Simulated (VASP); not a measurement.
# BAs (an interface model): single point with PBEsol

BAs (an interface model):

```
CELL_PARAMETERS angstrom
3.37140 0.00000 0.00000
-1.68570 2.91972 0.00000
0.00000 0.00000 16.61977
ATOMIC_POSITIONS crystal
B 0.00000 0.00000 0.98925
B 0.33333 0.66667 0.15708
B 0.66667 0.33333 0.32325
B 0.66667 0.33333 0.71792
B 0.33333 0.66667 0.55175
B 0.00000 0.00000 0.88575
As 0.66667 0.33333 0.19771
As 0.33333 0.66667 0.03255
As 0.00000 0.00000 0.36249
As 0.00000 0.00000 0.51251
As 0.33333 0.66667 0.67729
As 0.66667 0.33333 0.84245
```

```yaml
Program: VASP 6.6.1
Task: single point
Functional: PBEsol
Potentials_or_basis: VASP PAW PBE potentials, release 64 (B, As)
Cutoff: 520 eV
k_mesh: 12 × 12 × 2
Occupations: gaussian, width 0.05 eV
Spin: no spin polarisation
```

```
Pressure               : 1.0 GPa
Largest force          : 0.030 eV/Å
Band gap on the k mesh : zero (bands 24 and 25 overlap by 0.51 eV)
```

Forces on the atoms (eV/Å):
```
B    0.000  0.000 -0.030
B    0.000  0.000  0.011
B    0.000  0.000  0.004
B    0.000  0.000 -0.011
B    0.000  0.000 -0.004
B    0.000  0.000  0.030
As   0.000  0.000 -0.007
As   0.000  0.000 -0.012
As   0.000  0.000  0.012
As   0.000  0.000 -0.012
As   0.000  0.000  0.007
As   0.000  0.000  0.012
```

Stress tensor (GPa, compression positive):
```
1.11 0.00 0.00
0.00 1.11 0.00
0.00 0.00 0.76
```

Levels at points of the mesh, in eV from the Fermi level:
```tsv
k point	band 21	band 22	band 23	band 24	band 25	band 26	band 27	band 28
(0.00, 0.00, 0.00)	-0.79	-0.14	0.39	0.39	1.54	1.63	2.42	2.45
(0.50, 0.00, 0.00)	-3.37	-2.81	-1.77	-1.45	-0.12	0.41	1.02	1.55
(0.00, 0.00, 0.50)	-0.74	-0.74	0.36	0.36	1.53	1.77	2.52	2.52
(0.50, 0.00, 0.50)	-3.17	-2.74	-2.10	-1.46	0.08	0.40	1.05	1.74
```

Wall time 7.8 min on 1 thread of Intel Xeon 8259CL (shared host), peak memory 0.39 GiB.

Caveat: the PAW data sets were made with another functional, which shifts forces and pressure a little.
